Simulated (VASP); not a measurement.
# Rh (I4/mmm) in VASP: a series of runs

Rh is run at these levels: PBEsol; tasks: single point.

All numbers are computed with VASP 6.6.1; they aren't measurements. Logs are shortened: lines on timing, memory, paths and dates and some standing lists are left out, and cuts for length are marked.

## 1. The cell of the first run

The structure is tetragonal, space group I4/mmm (No. 139). Conventional cell: a = 2.539 Å, b = 2.539 Å, c = 3.969 Å, α = 90.00°, β = 90.00°, γ = 90.00°. Within 3.4 Å of Rh (site symmetry 4/mmm) lie 12 Rh at 2.54 to 2.68 Å.

## 2. Single point, PBEsol (strain -0.050 along x and y, +0.050 along z)

File INCAR:

```
ALGO = Fast ; EDIFF = 1E-6
ENCUT = 520 ; GGA = PS
ISIF = 2 ; ISMEAR = 0
LASPH = True ; LCHARG = False
LREAL = False ; LWAVE = False
NBANDS = 14 ; NELM = 80
PREC = Accurate ; SIGMA = 0.15
```

File KPOINTS:

```
k-points
0
Gamma
  28 28 28
```

File POSCAR:

```
Rh
1.0
    0.0000000000      1.7954967507      1.9844964087
    1.7954967507      0.0000000000      1.9844964087
    1.7954967507      1.7954967507      0.0000000000
Rh
1
Direct
    0.0000000000      0.0000000000      0.0000000000
```

Potentials or basis: VASP PAW PBE potentials, release 64 (Rh_pv).

Started as:

```
cat potpaw_PBE.64/Rh_pv/POTCAR > POTCAR
mpirun -np 1 vasp_std > vasp.out
```

OUTCAR:

```text
EDIFF = 1E-6
   ENCUT = 520
   GGA = PS
   ISIF = 2
   ISMEAR = 0
   LASPH = True
   LREAL = False
   NELM = 80
   PREC = Accurate

 ion  position               nearest neighbor table
   1  0.000  0.000  0.000-

  LATTYP: Found a body centered tetragonal cell.
 ALAT       =     2.5392158560
 C/A-ratio  =     1.5630781479

  Lattice vectors:

 A1 = (  -1.7954967507,   0.0000000000,   1.9844964087)
 A2 = (   1.7954967507,   0.0000000000,   1.9844964087)
 A3 = (   0.0000000000,   1.7954967507,  -1.9844964087)

Analysis of symmetry for initial positions (statically):
=====================================================================
 Subroutine PRICEL returns:
 Original cell was already a primitive cell.

 Routine SETGRP: Setting up the symmetry group for a
 body centered tetragonal supercell.

 Subroutine GETGRP returns: Found 16 space group operations
 (whereof 16 operations were pure point group operations)
 out of a pool of 16 trial point group operations.

The static configuration has the point symmetry D_4h.

Analysis of symmetry for dynamics (positions and initial velocities):
=====================================================================
 Subroutine PRICEL returns:
 Original cell was already a primitive cell.

 Routine SETGRP: Setting up the symmetry group for a
 body centered tetragonal supercell.

 Subroutine GETGRP returns: Found 16 space group operations
 (whereof 16 operations were pure point group operations)
 out of a pool of 16 trial point group operations.

The dynamic configuration has the point symmetry D_4h.

 Subroutine INISYM returns: Found 16 space group operations
 (whereof 16 operations are pure point group operations),
 and found     1 'primitive' translations

----------------------------------------------------------------------------------------

                                     Primitive cell

  volume of cell :      12.7953

  direct lattice vectors                    reciprocal lattice vectors
     0.000000000  1.795496751  1.984496409    -0.278474467  0.278474467  0.251953089
     1.795496751  0.000000000  1.984496409     0.278474467 -0.278474467  0.251953089
     1.795496751  1.795496751  0.000000000     0.278474467  0.278474467 -0.251953089

  length of vectors
     2.676197784  2.676197784  2.539215856     0.467521568  0.467521568  0.467521568

  position of ions in fractional coordinates (direct lattice)
     0.000000000  0.000000000  0.000000000

  ion indices of the primitive-cell ions
   primitive index   ion index
                 1           1

----------------------------------------------------------------------------------------

 KPOINTS: k-points

Automatic generation of k-mesh.
 Grid dimensions read from file:
 generate k-points for:   28   28   28

 Generating k-lattice:

  Cartesian coordinates                     Fractional coordinates (reciprocal lattice)
    -0.009945517  0.009945517  0.008998325     0.035714286  0.000000000  0.000000000
     0.009945517 -0.009945517  0.008998325     0.000000000  0.035714286  0.000000000
     0.009945517  0.009945517 -0.008998325     0.000000000  0.000000000  0.035714286

  Length of vectors
     0.016697199  0.016697199  0.016697199

  Shift w.r.t. Gamma in fractional coordinates (k-lattice)
     0.000000000  0.000000000  0.000000000

 Subroutine IBZKPT returns following result:
 ===========================================

 Found   1639 irreducible k-points:

 Following reciprocal coordinates:
            Coordinates               Weight
  0.000000  0.000000  0.000000      1.000000
  0.035714  0.000000  0.000000      8.000000
  0.071429  0.000000  0.000000      8.000000
  0.107143 -0.000000  0.000000      8.000000
  0.142857  0.000000  0.000000      8.000000
  0.178571 -0.000000  0.000000      8.000000
[... 16 lines left out ...]
  0.285714  0.035714  0.000000      8.000000
  0.321429  0.035714  0.000000      8.000000
 [... further k-points ...]
   k-points           NKPTS =   1639   k-points in BZ     NKDIM =   1639   number of bands    NBANDS=     14
   number of dos      NEDOS =    301   number of ions     NIONS =      1
   total plane-waves  NPLWV =   8000
   dimension x,y,z NGX =    20 NGY =   20 NGZ =   20
   dimension x,y,z NGXF=    40 NGYF=   40 NGZF=   40
   ions per type =               1
   NGX,Y,Z   is equivalent  to a cutoff of  12.42, 12.42, 13.09 a.u.
   NGXF,Y,Z  is equivalent  to a cutoff of  24.85, 24.85, 26.19 a.u.
 SYSTEM =  unknown system
   PREC   = accura    normal or accurate (medium, high low for compatibility)
   ISTART =      0    job   : 0-new  1-cont  2-samecut
   ICHARG =      2    charge: 1-file 2-atom 10-const
   ISPIN  =      1    spin polarized calculation?
   LNONCOLLINEAR =      F non collinear calculations
   LSORBIT =      F    spin-orbit coupling
   LASPH  =      T    aspherical Exc in radial PAW
   ENCUT  =  520.0 eV  38.22 Ry    6.18 a.u.   4.98  4.98  4.72*2*pi/ulx,y,z
   NELM   =     80;   NELMIN=  2; NELMDL= -5     # of ELM steps
   EDIFF  = 0.1E-05   stopping-criterion for ELM
   LREAL  =      F    real-space projection
   EDIFFG = 0.1E-04   stopping-criterion for IOM
   NSW    =      0    number of steps for IOM
   IBRION =     -1    ionic relax: 0-MD 1-quasi-New 2-CG
   NFREE  =      0    steps in history (QN), initial steepest desc. (CG)
   ISIF   =      2    stress and relaxation
   ISYM   =      2    0-nonsym 1-usesym 2-fastsym
   POTIM  = 0.5000    time-step for ionic-motion
   TEBEG  =    0.0;   TEEND  =   0.0 temperature during run
   PSTRESS=    0.0 pullay stress
   NELECT =      15.0000    total number of electrons
   NUPDOWN=      -1.0000    fix difference up-down
   EMIN   =  10.00;   EMAX   =-10.00  energy-range for DOS
   EFERMI =   0.00;   METHOD = LEGACY
   ISMEAR =     0;   SIGMA  =   0.15  broadening in eV -4-tet -1-fermi 0-gaus
   EFERMI_NEDOS =   21; number of points for ismear=-14 and -15
   IALGO  =     68    algorithm
   IMIX   =      4    mixing-type and parameters
     AMIX     =   0.40;   BMIX     =  1.00
     AMIX_MAG =   1.60;   BMIX_MAG =  1.00
  volume/ion in A,a.u.               =      12.80        86.35
  Fermi-wavevector in a.u.,A,eV,Ry     =   1.726191  3.262027 40.541739  2.979734
  Thomas-Fermi vector in A             =   2.801549
   LORBIT       =      0    0 simple, 1 ext, 2 COOP (PROOUT), +10 PAW based schemes
   GGA     = PS    functional components
   LHFCALC =     F    Hartree Fock is set to
   AEXX    =    0.0000 exact exchange contribution
   IVDW    =     0    specifies the selected vdW correction
   LEPSILON=     F    determine dielectric tensor
   LRPA    =     F    only Hartree local field effects (RPA)
 non-spin polarized calculation
 RMM-DIIS sequential band-by-band and
 Gauss-broadening in eV      SIGMA  =   0.15
  energy-cutoff  :      520.00
  volume of cell :       12.80
 maximum number of plane-waves:       359
   NGX =  9   NGY =  9   NGZ =  9

 number of electron      14.9999996 magnetization

 Free energy of the ion-electron system (eV)
  ---------------------------------------------------
  ext. energy  EPLUGINS =         0.00000000
  ---------------------------------------------------
  free energy    TOTEN  =        -8.02195855 eV

  energy without entropy =       -8.00810149  energy(sigma->0) =       -8.01503002

 E-fermi :  13.1138     XC(G=0): -14.6824

 val. band max:       13.1131049463   @ k =  -0.1429   0.1786   0.0714
 cond. band min:      13.1140250365   @ k =  -0.1071   0.4643   0.4286
 fundamental gap:      0.0009200903
 Fermi energy:        13.1138410438

 k-point     1 :       0.0000    0.0000    0.0000
  band No.  band energies     occupation
      1     -33.3576      2.00000
      2     -33.2902      2.00000
      3     -33.2902      2.00000
      4       4.5351      2.00000
      5       8.8755      2.00000
      6      10.1561      2.00000
      7      10.1561      2.00000
      8      11.1990      2.00000
      9      12.7531      1.99933
     10      29.1586      0.00000
     11      32.7782      0.00000
     12      33.3259      0.00000
     13      35.9995      0.00000
     14      35.9995      0.00000

 k-point     2 :       0.0357    0.0000    0.0000
  band No.  band energies     occupation
      1     -33.3623      2.00000
      2     -33.3005      2.00000
      3     -33.2910      2.00000
      4       4.5911      2.00000
      5       8.8908      2.00000
      6      10.1346      2.00000
      7      10.1782      2.00000
      8      11.1948      2.00000
      9      12.7310      1.99969
     10      29.2445      0.00000
     11      32.7901      0.00000
     12      33.3257      0.00000
     13      35.7177      0.00000
     14      36.0883      0.00000

 k-point     3 :       0.0714    0.0000    0.0000
  band No.  band energies     occupation
      1     -33.3807      2.00000
      2     -33.3265      2.00000
      3     -33.2933      2.00000
      4       4.7560      2.00000
      5       8.9323      2.00000
      6      10.0739      2.00000
      7      10.2422      2.00000
      8      11.1899      2.00000
      9      12.6684      1.99997
     10      29.4916      0.00000
     11      32.7473      0.00000
     12      33.3260      0.00000
     13      35.1717      0.00000
     14      36.3508      0.00000

 k-point     4 :       0.1071   -0.0000    0.0000
  band No.  band energies     occupation
      1     -33.4259      2.00000
      2     -33.3523      2.00000
      3     -33.2970      2.00000
      4       5.0196      2.00000
      5       8.9878      2.00000
      6       9.9843      2.00000
      7      10.3410      2.00000
      8      11.2058      2.00000
      9      12.5767      2.00000
     10      29.8656      0.00000
     11      32.4098      0.00000
     12      33.3271      0.00000
     13      34.8896      0.00000
     14      36.7749      0.00000

 k-point     5 :       0.1429    0.0000    0.0000
  band No.  band energies     occupation
      1     -33.4993      2.00000
      2     -33.3728      2.00000
      3     -33.3019      2.00000
      4       5.3615      2.00000
      5       9.0456      2.00000
      6       9.8800      2.00000
      7      10.4605      2.00000
      8      11.2723      2.00000
      9      12.4753      2.00000
     10      30.3047      0.00000
     11      31.6831      0.00000
[... 276 lines left out ...]
 k-point    22 :       0.2500    0.0357    0.0000
  band No.  band energies     occupation
      1     -33.7508      2.00000
      2     -33.4235      2.00000
      3     -33.3296      2.00000
      4       6.3331      2.00000
      5       9.1723      2.00000
      6       9.6797      2.00000
      7      10.7290      2.00000
      8      11.7462      2.00000
      9      12.5927      2.00000
     10      29.2198      0.00000
     11      31.0152      0.00000
     12      33.3277      0.00000
     13      37.2106      0.00000
     14      38.1594      0.00000

 k-point    23 :       0.2857    0.0357    0.0000
  band No.  band energies     occupation
      1     -33.8560      2.00000
      2     -33.4464      2.00000
      3     -33.3364      2.00000
      4       6.5334      2.00000
      5       9.3643      2.00000
      6       9.7440      2.00000
      7      10.7116      2.00000
      8      12.1176      2.00000
      9      12.7033      1.99989
     10      28.1836      0.00000
     11      30.7317      0.00000
     12      33.3283      0.00000
     13      37.8340      0.00000
     14      38.2352      0.00000

 k-point    24 :       0.3214    0.0357    0.0000
  band No.  band energies     occupation
      1     -33.9584      2.00000
      2     -33.4683      2.00000
      3     -33.3426      2.00000
      4       6.6027      2.00000
      5       9.2899      2.00000
      6      10.2793      2.00000
      7      10.6419      2.00000
      8      12.5347      2.00000
      9      12.8732      1.97670
     10      27.0938      0.00000
     11      30.2241      0.00000
     12      33.3289      0.00000
     13      37.7821      0.00000
     14      37.8416      0.00000

 [... further k-points ...]

------------------------ aborting loop because EDIFF is reached ----------------------------------------

  FORCE on cell =-STRESS in cart. coord.  units (eV):
  Direction    XX          YY          ZZ          XY          YZ          ZX
  --------------------------------------------------------------------------------------
  -------------------------------------------------------------------------------------
  Total        2.4606467      2.4606467     -0.0747197      0.0000000      0.0000000     -0.0000000
  in kB      308.1131898    308.1131898     -9.3561269      0.0000000      0.0000000     -0.0000000
  external PRESSURE =     202.2900842 kB  Pullay stress =       0.0000000 kB

 VOLUME and BASIS-vectors are now :
 -----------------------------------------------------------------------------
  energy-cutoff  :      520.00
  volume of cell :       12.80
      direct lattice vectors                 reciprocal lattice vectors
     0.000000000  1.795496751  1.984496409    -0.278474467  0.278474467  0.251953089
     1.795496751  0.000000000  1.984496409     0.278474467 -0.278474467  0.251953089
     1.795496751  1.795496751  0.000000000     0.278474467  0.278474467 -0.251953089

 POSITION                                       TOTAL-FORCE (eV/Angst)
 -----------------------------------------------------------------------------------
      0.00000      0.00000      0.00000         0.000000      0.000000      0.000000
 -----------------------------------------------------------------------------------
    total drift:                                0.000000     -0.000000      0.000000

  FREE ENERGIE OF THE ION-ELECTRON SYSTEM (eV)
  ---------------------------------------------------
  free  energy   TOTEN  =        -8.0219585522 eV

  energy  without entropy=       -8.0081014917  energy(sigma->0) =       -8.01503002
```

It took 4.7 min on 1 thread of Intel Xeon Platinum 8488C (Sapphire Rapids), shared host; peak memory 0.35 GiB.

What came out:

- Free energy: -8.0220 eV
- Pressure: 20.2 GPa
- Band gap on the k mesh: zero (an odd number of electrons rules out a gap without spin polarisation)

Caveat: the cell differs from its parent crystal (strain -0.050 along x and y, +0.050 along z); the stress differs along the axes, from -1 to 31 GPa; the PAW data sets were made with another functional, which shifts forces and pressure a little.

## 3. Single point, PBEsol (strain +0.000 along x and y, -0.050 along z)

File INCAR:

```
SYSTEM = Rh
PREC = Accurate
ENCUT = 520
EDIFF = 1E-6
ISMEAR = 0
SIGMA = 0.15
LREAL = .FALSE.
LASPH = .TRUE.
NELM = 100
ALGO = Fast
ISIF = 2
LWAVE = .FALSE.
LCHARG = .FALSE.
GGA = PS
NBANDS = 14
```

File KPOINTS:

```
Automatic mesh
0
G
  28 28 28
  0 0 0
```

File POSCAR:

```
Rh
1.0
    0.0000000000      1.8899965797      1.7954967507
    1.8899965797      0.0000000000      1.7954967507
    1.8899965797      1.8899965797      0.0000000000
Rh
1
Direct
    0.0000000000      0.0000000000      0.0000000000
```

Potentials or basis: VASP PAW PBE potentials, release 64 (Rh_pv).

Started as:

```
cat potpaw_PBE.64/Rh_pv/POTCAR > POTCAR
mpirun -np 1 vasp_std > vasp.out
```

Wall time 3.5 min (1 thread of Intel Xeon Platinum 8488C (Sapphire Rapids), shared host); peak memory 0.36 GiB.

Results (log left out):

```yaml
Free_energy: -8.0896 eV
Pressure: 17.7 GPa
Band_gap_on_the_k_mesh: zero (an odd number of electrons rules out a gap without spin polarisation)
```

Stress tensor (GPa, compression positive):
```
12.79  0.00  0.00
 0.00 12.79  0.00
 0.00  0.00 27.39
```

Levels at points of the mesh, in eV from the Fermi level:
| k point | band 4 | band 5 | band 6 | band 7 | band 8 | band 9 | band 10 | band 11 |
| --- | --- | --- | --- | --- | --- | --- | --- | --- |
| (0.00, 0.00, 0.00) | -8.57 | -3.62 | -3.62 | -3.04 | -1.47 | -0.74 | 15.91 | 20.18 |
| (0.50, 0.00, 0.00) | -6.77 | -3.85 | -3.19 | 0.50 | 0.60 | 0.83 | 9.36 | 15.35 |
| (0.50, 0.50, 0.00) | -7.05 | -6.67 | 0.62 | 1.16 | 1.16 | 4.08 | 13.02 | 13.02 |
| (0.50, 0.00, 0.50) | -7.02 | -6.59 | 0.63 | 0.85 | 1.36 | 2.91 | 12.66 | 13.64 |

Caveat: the cell differs from its parent crystal (strain +0.000 along x and y, -0.050 along z); the stress differs along the axes, from 13 to 27 GPa; the PAW data sets were made with another functional, which shifts forces and pressure a little.
